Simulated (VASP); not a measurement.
The system is CdS4.

```
Cd S
1.0
     3.36438    0.00000    0.00000
    -1.68219    2.91364    0.00000
     0.00000    0.00000   10.81812
Cd S
1 4
Direct
  0.00000 0.00000 0.00000
  0.33333 0.66667 0.86586
  0.33333 0.66667 0.37680
  0.66667 0.33333 0.13414
  0.66667 0.33333 0.62320
```

The cell was built from a structure type or drawn by symmetry, and may not be a known phase.

* Program: VASP 6.6.1
* Task: relaxation of cell and atoms
* Functional: PBE
* Potentials or basis: VASP PAW PBE potentials, release 64 (Cd, S)
* Cutoff: 600 eV
* k mesh: 6 × 6 × 2
* Occupations: gaussian, width 0.1 eV
* Spin: no spin polarisation

At the start: pressure 6.3 GPa; volume 21.21 Å³/atom.

Where does the relaxation end?

Over 18 steps the energy falls by 724.3 meV/atom and the volume is 19.47 Å³/atom (-8.2 %); space group P-3m1 (No. 164, to 0.1 Å) before and after.

Step by step:
```tsv
step	energy change (eV)	largest force (eV/Å)	pressure (GPa)	volume (Å³)
1	0.0000	2.6619	6.32	106.05
2	-0.6966	0.7837	-4.11	119.29
3	-0.7094	0.6227	-5.46	122.22
4	-1.7081	0.9888	-6.49	117.64
5	-2.9358	1.1126	-5.99	110.04
6	-1.8518	1.1312	8.75	89.76
7	-3.1379	0.8982	-1.76	101.58
8	-3.1581	0.9928	-2.86	103.80
9	-3.1613	0.9748	-2.60	103.23
10	-3.3771	0.6387	1.87	95.95
11	-3.3910	0.5471	3.54	93.83
12	-3.5518	0.1968	2.20	94.88
13	-3.6016	0.2546	1.54	95.75
14	-3.6165	0.0181	-0.48	98.18
15	-3.6168	0.0366	-0.22	97.85
16	-3.6199	0.0236	-0.13	97.64
17	-3.6214	0.0575	0.00	97.37
18	-3.6217	0.0378	-0.03	97.36
```

Final structure:
```cif
data_structure
_symmetry_space_group_name_H-M 'P 1'
_symmetry_Int_Tables_number 1
_cell_length_a 3.6709
_cell_length_b 3.6709
_cell_length_c 8.3423
_cell_angle_alpha 90.000
_cell_angle_beta 90.000
_cell_angle_gamma 120.000
_cell_volume 97.36
loop_
_atom_site_label
_atom_site_type_symbol
_atom_site_fract_x
_atom_site_fract_y
_atom_site_fract_z
_atom_site_occupancy
Cd1 Cd 0.00000 0.00000 0.00000 1
S1 S 0.33333 0.66667 0.80599 1
S2 S 0.33333 0.66667 0.41681 1
S3 S 0.66667 0.33333 0.19401 1
S4 S 0.66667 0.33333 0.58319 1
```

Caveat: a cell axis changed by over 15 % at a fixed basis, so the end point is rough.
